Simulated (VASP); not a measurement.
A run of VASP 6.6.1:

File INCAR:

```
ALGO     = Normal         # electronic algorithm
EDIFF    = 1E-6           # SCF threshold, eV
ENCUT    = 520            # plane-wave cutoff, eV
GGA      = PE             # functional
ISIF     = 2              # what is computed and relaxed
ISMEAR   = 0              # smearing method
LASPH    = True           # aspherical terms in the spheres
LCHARG   = False          # write CHGCAR
LREAL    = False          # projectors in reciprocal space
LWAVE    = False          # write WAVECAR
NBANDS   = 16             # bands
NELM     = 100            # most SCF steps
PREC     = Accurate       # precision mode
SIGMA    = 0.1            # smearing width, eV
```

Contents of KPOINTS:

```
k-points
0
Gamma
  6 6 6
```

Contents of POSCAR:

```
InP
1.0
    0.0000000000      2.8550000200      2.8550000200
    2.8550000200      0.0000000000      2.8550000200
    2.8550000200      2.8550000200      0.0000000000
In P
1 1
Direct
    0.0000000000      0.0000000000      0.0000000000
    0.5000000000      0.5000000000      0.5000000000
```

Potentials or basis: VASP PAW PBE potentials, release 64 (In_d, P).

Run with:

```bash
$ cat potpaw_PBE.64/In_d/POTCAR potpaw_PBE.64/P/POTCAR > POTCAR
$ mpirun -np 1 vasp_std > vasp.out
```

Hardware: 1 thread of Intel Xeon 8259CL, on a shared host.

Q: Estimate the wall time of this run.

A: Run time: 16 s on 1 thread of Intel Xeon 8259CL, on a shared host, peak memory 0.17 GiB. Counts: scf iterations 12, k points 16.
